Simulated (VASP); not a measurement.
Here is a VASP 6.6.1 calculation.

Contents of POSCAR:

```
Ta
1.0
   -1.6522866616      1.6522866616      1.6522866616
    1.6522866616     -1.6522866616      1.6522866616
    1.6522866616      1.6522866616     -1.6522866616
Ta
1
Direct
    0.0000000000      0.0000000000      0.0000000000
```

Contents of INCAR.step1:

```
SYSTEM = Ta
  ALGO = Normal
  EDIFF = 1E-5
  ENCUT = 550
  GGA = PE
  GGA_COMPAT = .FALSE.
  ISMEAR = 0
  LASPH = .TRUE.
  LCHARG = .FALSE.
  LREAL = .FALSE.
  LWAVE = .TRUE.
  NBANDS = 12
  NELM = 120
  PREC = Accurate
  SIGMA = 0.1
```

File INCAR.step2:

```
SYSTEM = Ta
  ALGO = Normal
  EDIFF = 1E-6
  ENCUT = 550
  GGA_COMPAT = .FALSE.
  ISIF = 2
  ISMEAR = 0
  ISTART = 1
  LASPH = .TRUE.
  LCHARG = .FALSE.
  LMIXTAU = .TRUE.
  LREAL = .FALSE.
  LWAVE = .FALSE.
  METAGGA = R2SCAN
  NBANDS = 12
  NELM = 120
  PREC = Accurate
  SIGMA = 0.1
```

KPOINTS

```
k-points
0
G
  27 27 27
  0 0 0
```

Potentials or basis: VASP PAW PBE potentials, release 64 (Ta_pv).

The run is started by

```bash
$ cat potpaw_PBE.64/Ta_pv/POTCAR > POTCAR
$ cp INCAR.step1 INCAR
$ mpirun -np 1 vasp_std > vasp.out
$ cp INCAR.step2 INCAR
$ mpirun -np 1 vasp_std > vasp.out
```

**Question.** What does it give for the band gap on the k mesh?

**Answer.** Zero (an odd number of electrons rules out a gap without spin polarisation).

**Question.** Predict the pressure.

**Answer.** 0.6 GPa.

Caveat: the PAW data sets were made with another functional, which shifts forces and pressure a little; spin-orbit coupling is left out, which moves the levels of the heavy elements.
